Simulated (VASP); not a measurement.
MgO (nc): single point with PBE

**Measured values to compare with.**

“Electronic structure of alkaline earth and post-transition metal oxides”, 2009, arxiv:0908.1581 quotes, for a bulk crystal of MgO: band gap 7.83 eV.

The system is MgO (nc).

```
CELL_PARAMETERS angstrom
0.00000 2.12463 2.12463
2.12463 0.00000 2.12463
2.12463 2.12463 0.00000
ATOMIC_POSITIONS crystal
Mg 0.00000 0.00000 0.00000
O 0.50000 0.50000 0.50000
```

| Item | Value |
| --- | --- |
| Program | VASP 6.6.1 |
| Task | single point |
| Functional | PBE |
| Potentials or basis | VASP PAW PBE potentials, release 64 (Mg, O) |
| Cutoff | 600 eV |
| k mesh | 10 × 10 × 10 |
| Occupations | gaussian, width 0.02 eV |
| Spin | no spin polarisation |

| Item | Value |
| --- | --- |
| Pressure | -0.5 GPa |
| Band gap on the k mesh | 4.47 eV, direct |

Levels at points of the mesh, in eV from the valence-band top:
| k point | band 2 | band 3 | band 4 | band 5 | band 6 | band 7 |
| --- | --- | --- | --- | --- | --- | --- |
| (0.00, 0.00, 0.00) | 0.00 | 0.00 | 0.00 | 4.47 | 15.65 | 15.65 |
| (0.50, 0.00, 0.00) | -4.50 | -0.62 | -0.62 | 7.73 | 12.31 | 16.04 |
| (0.50, 0.50, 0.00) | -3.98 | -1.31 | -1.31 | 9.09 | 9.69 | 12.82 |

Wall time 13 s on 1 thread of AMD EPYC 9R14 (Zen 4) (shared host), peak memory 0.11 GiB.

Measured gap of MgO: 7.83 eV (quoted in “Electronic structure of alkaline earth and post-transition metal oxides”, 2009, arxiv:0908.1581). This calculation gives 4.47 eV (-3.36 eV). The value is that of PBE, without temperature or zero-point motion. Semilocal functionals fall short of measured gaps as a rule.
